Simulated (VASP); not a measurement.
A run of VASP 6.6.1 is set up as follows.

The input INCAR:

```
SYSTEM = ZrB2
ALGO = Normal
EDIFF = 1E-7
ENCUT = 520
GGA = PS
ISIF = 2
ISMEAR = 0
LASPH = .TRUE.
LCHARG = .FALSE.
LREAL = .FALSE.
LWAVE = .FALSE.
NBANDS = 16
NELM = 80
PREC = Accurate
SIGMA = 0.1
```

The input KPOINTS:

```
k-points
0
G
  15 15 12
  0 0 0
```

The input POSCAR:

```
ZrB2
1.0
    3.1548425363      0.0000000000      0.0000000000
   -1.5774212682      2.7321737814      0.0000000000
    0.0000000000      0.0000000000      3.5072895074
Zr B
1 2
Direct
    0.0000000000      0.0000000000      0.0000000000
    0.3333333333      0.6666666667      0.5000000000
    0.6666666667      0.3333333333      0.5000000000
```

Potentials or basis: VASP PAW PBE potentials, release 64 (Zr_sv, B).

Launch:

```sh
$ cat potpaw_PBE.64/Zr_sv/POTCAR potpaw_PBE.64/B/POTCAR > POTCAR
$ mpirun -np 1 vasp_std > vasp.out
```

Predict the band gap on the k mesh.

zero (bands 9 and 10 overlap by 0.99 eV).

Predict the pressure.

0.3 GPa.

Caveat: the PAW data sets were made with another functional, which shifts forces and pressure a little.
